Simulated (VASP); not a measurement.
The system is ZrSi2.

```
Zr Si
1.0
     1.85300   -7.36750    0.00000
     1.85300    7.36750    0.00000
     0.00000    0.00000    3.67200
Zr Si
2 4
Direct
  0.89460 0.10540 0.25000
  0.10540 0.89460 0.75000
  0.55220 0.44780 0.25000
  0.44780 0.55220 0.75000
  0.24960 0.75040 0.25000
  0.75040 0.24960 0.75000
```

- Program: VASP 6.6.1
- Task: relaxation of cell and atoms
- Functional: LDA
- Potentials or basis: VASP PAW LDA potentials, release 64 (Zr_sv, Si)
- Cutoff: 600 eV
- k mesh: 6 × 6 × 6
- Occupations: fermi-dirac, width 0.1 eV
- Spin: no spin polarisation

At the start: pressure -4.9 GPa; volume 16.71 Å³/atom.

Task: How do energy, volume and symmetry change on relaxing?

Result: Over 12 steps the energy falls by 11.1 meV/atom and the volume is 16.05 Å³/atom (-4.0 %); space group Cmcm (No. 63, to 0.1 Å) before and after.

The path:
```
step  energy change (eV)  largest force (eV/Å)  pressure (GPa)  volume (Å³)
   1              0.0000                0.1367           -4.95       100.26
   2              0.0046                0.2602            6.00        92.96
   3             -0.0599                0.1949            0.03        96.58
   4             -0.0599                0.1961            0.13        96.51
   5             -0.0640                0.0980            0.09        96.42
   6             -0.0650                0.0122            0.06        96.34
   7             -0.0665                0.0067           -0.09        96.39
   8             -0.0666                0.0053           -0.14        96.40
   9             -0.0666                0.0038            0.19        96.19
  10             -0.0667                0.0021            0.06        96.29
  11             -0.0667                0.0020            0.06        96.29
  12             -0.0667                0.0023            0.04        96.30
```

Final structure:
```
Zr Si
1.0
     1.83231   -7.23199    0.00000
     1.83231    7.23199    0.00000
     0.00000    0.00000    3.63355
Zr Si
2 4
Direct
  0.89554 0.10446 0.25000
  0.10446 0.89554 0.75000
  0.55401 0.44599 0.25000
  0.44599 0.55401 0.75000
  0.25005 0.74995 0.25000
  0.74995 0.25005 0.75000
```
